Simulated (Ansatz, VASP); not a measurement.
**Two plane-wave programs on Ga2PN**

```
CELL_PARAMETERS angstrom
3.63640 0.00000 0.00000
0.00000 3.63640 0.00000
0.00000 0.00000 5.11756
ATOMIC_POSITIONS crystal
N 0.00000 0.00000 0.00000
Ga 0.00000 0.50000 0.79196
Ga 0.50000 0.00000 0.20804
P 0.50000 0.50000 0.50000
```

Alike in both runs: task single point; functional PBE; k mesh 6 × 6 × 4; occupations fermi-dirac, width 0.02 eV; no spin polarisation.

```csv
,VASP,Ansatz
version,VASP 6.6.1,Ansatz 0.2.0
potentials or method,"VASP PAW PBE potentials, release 64 (N, Ga_d, P)","plane waves, PAW"
plane-wave cutoff (eV),520,420
valence electrons in the cell,36,36
```

Ansatz gave:

```
pressure (GPa)                     : -5.5
rms of the force components (eV/Å) : 0.037
```

Question: Which values does VASP return?

Answer: Pressure (GPa): -5.5; rms of the force components (eV/Å): 0.049.
